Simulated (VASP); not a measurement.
The system is Si.

```
CELL_PARAMETERS angstrom
1.33064 -2.25064 0.00000
1.33064 2.25064 0.00000
0.00000 0.00000 2.49875
ATOMIC_POSITIONS crystal
Si 0.00000 0.00000 0.50000
```

```yaml
Program: VASP 6.6.1
Task: relaxation of cell and atoms
Functional: PBE
Potentials_or_basis: VASP PAW PBE potentials, release 64 (Si)
Cutoff: 600 eV
k_mesh: 24 × 24 × 22
Occupations: gaussian, width 0.1 eV
Spin: no spin polarisation
```

At the start: pressure 0.8 GPa; volume 14.97 Å³/atom.

Question: How do energy, volume and symmetry change on relaxing?

Answer: Over 7 steps the energy falls by 2.0 meV/atom and the volume is 15.10 Å³/atom (+0.9 %); space group P6/mmm (No. 191, to 0.1 Å) before and after.

The path:
```
step  energy change (eV)  largest force (eV/Å)  pressure (GPa)  volume (Å³)
   1              0.0000                0.0000            0.82        14.97
   2             -0.0018                0.0000           -0.25        15.13
   3             -0.0018                0.0000           -0.20        15.12
   4             -0.0019                0.0000            0.07        15.09
   5             -0.0019                0.0000            0.09        15.08
   6             -0.0019                0.0000            0.07        15.09
   7             -0.0020                0.0000           -0.01        15.10
```

Final structure:
```yaml
crystal:
  lattice:
    - [1.32740, -2.28660, 0.00000]
    - [1.32740, 2.28660, 0.00000]
    - [0.00000, 0.00000, 2.48718]
  atoms:
    - { symbol: Si, position: [0.00000, 0.00000, 0.50000] }
```
